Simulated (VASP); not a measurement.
A run of VASP 6.6.1 is set up as follows.

File INCAR:

```
SYSTEM = LiH
PREC     = Accurate       ! precision mode
ENCUT    = 520            ! plane-wave cutoff, eV
EDIFF    = 1E-6           ! SCF threshold, eV
ISMEAR   = -1             ! smearing method
SIGMA    = 0.05           ! smearing width, eV
LREAL    = .FALSE.        ! projectors in reciprocal space
LASPH    = .TRUE.         ! aspherical terms in the spheres
NELM     = 100            ! most SCF steps
ALGO     = Normal         ! electronic algorithm
ISIF     = 2              ! what is computed and relaxed
LWAVE    = .FALSE.        ! write WAVECAR
LCHARG   = .TRUE.         ! write CHGCAR
GGA      = PE             ! functional
LELF     = .TRUE.         ! ELF
LVHAR    = .TRUE.       
NBANDS   = 9              ! bands
```

KPOINTS

```
regular mesh
0
G
  13 13 13
  0 0 0
```

Contents of POSCAR:

```
LiH
1.0
    0.0643455667      2.1770250075      2.1770250075
    2.1770250075      0.0643455667      2.1770250075
    2.1770250075      2.1770250075      0.0643455667
Li H
1 1
Direct
    0.0000000000      0.0000000000      0.0000000000
    0.2500000000      0.2500000000      0.2500000000
```

Potentials or basis: VASP PAW PBE potentials, release 64 (Li_sv, H).

The run is started by

```console
$ cat potpaw_PBE.64/Li_sv/POTCAR potpaw_PBE.64/H/POTCAR > POTCAR
$ mpirun -np 1 vasp_std > vasp.out
```

Predict the largest force.

0.071 eV/Å.

What does it give for the band gap on the k mesh?

4.05 eV, indirect (least direct gap 5.22 eV).

Forces in eV/Å, atoms in the order of the input:
```
Li   0.041  0.041  0.041
H   -0.041 -0.041 -0.041
```

Caveat: the cell differs from its parent crystal (equal xy, yz and zx shear strains of +3 %). A k mesh can miss the band edges.
